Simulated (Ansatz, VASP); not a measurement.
Two plane-wave programs on HfSi2O6

```xyz
9
Lattice="2.6079 -4.9480 0.0000 2.6079 4.9480 0.0000 0.0000 0.0000 6.0196" Properties=species:S:1:pos:R:3 pbc="T T T"
Hf    2.6079    0.0000    0.0000
Si    1.3039   -2.4740    2.0728
Si    1.3039    2.4740    3.9469
O     3.6830   -1.1595    4.8835
O     2.6079    2.7371    3.0098
O     3.6830    1.1595    1.1362
O     1.5327    1.1595    4.8835
O     2.6079   -2.7371    3.0098
O     1.5327   -1.1595    1.1362
```

Alike in both runs: task single point; functional PBE; k mesh 4 × 4 × 4; occupations gaussian, width 0.1 eV; no spin polarisation.

|  | VASP | Ansatz |
| --- | --- | --- |
| version | VASP 6.6.1 | Ansatz 0.2.0 |
| potentials or method | VASP PAW PBE potentials, release 64 (Hf_pv, Si, O), cutoff 520 eV | scalar-relativistic, plane waves, PAW |
| valence electrons in the cell | 54 | 70 |

Ansatz gave:

```
gap on the k mesh at the Fermi level (eV)                     : 4.94
least direct gap on the mesh (eV)                             : 5.18
pressure (GPa)                                                : 0.0
traceless stress, the component that is largest in VASP (GPa) : -0.04
rms of the force components (eV/Å)                            : 0.002
```

**Question.** What did VASP give for the same quantities?

**Answer.** gap on the k mesh at the Fermi level (eV): 4.94; least direct gap on the mesh (eV): 5.17; pressure (GPa): -0.4; traceless stress, the component that is largest in VASP (GPa): -0.08; rms of the force components (eV/Å): 0.076.

Atom by atom the forces differ by 0.074 eV/Å (rms over components). VASP's potentials hold 54 valence electrons a cell and Ansatz's 70, so a difference there can come from the potentials and not from the codes.

Spin-orbit coupling is off throughout.
